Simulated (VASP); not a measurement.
Runs of VASP 6.6.1 on TiB2. The structure is that of space group P6_3/mmc (No. 194), or close to it. The cells are those of the table. The cell was built from a structure type or drawn by symmetry, and may not be a known phase.

| task | spin | cell | k mesh | cutoff (eV) | gap on the mesh (eV) | pressure (GPa) | relaxed volume (Å³/atom) |
| --- | --- | --- | --- | --- | --- | --- | --- |
| single point | off | a = 4.078, b = 4.078, c = 4.932 Å, angles 90.0, 90.0, 120.0°, 6 atoms | 6 × 6 × 4 | 520 | none | -27.3 | - |
| single point | off | a = 3.885, b = 3.885, c = 4.307 Å, angles 90.0, 90.0, 120.0°, 6 atoms | 12 × 12 × 10 | 520 | none | 0.0 | - |
| single point | collinear | a = 3.869, b = 3.869, c = 4.320 Å, angles 90.0, 90.0, 120.0°, 6 atoms | 6 × 6 × 4 | 520 | none | 0.2 | - |
| relaxation of cell and atoms | off | relaxed from a = 3.869, b = 3.869, c = 4.320 Å, angles 90.0, 90.0, 120.0°, 6 atoms | 12 × 12 × 10 | 600 | none | 0.0 | 9.38 |
| relaxation of cell and atoms | off | relaxed from a = 4.078, b = 4.078, c = 4.932 Å, angles 90.0, 90.0, 120.0°, 6 atoms | 6 × 6 × 4 | 600 | none | 0.0 | (a) |
| single point | off | a = 3.869, b = 3.869, c = 4.320 Å, angles 90.0, 90.0, 120.0°, 6 atoms | 6 × 6 × 4 | 520 | none | 0.2 | - |

Alike in all rows: level PBE; potentials or basis VASP PAW PBE potentials, release 64 (Ti_sv, B); smearing gaussian 0.1 eV.

Q: Estimate the missing entries.

A: (a) 9.35.

Caveats: some runs use coarse meshes; the cell stands under tension (at least some runs); the volume moved by over 15 % at a fixed basis, so the end points are rough (at least some runs).

A gap of «none» marks levels without a gap at the run's occupations.
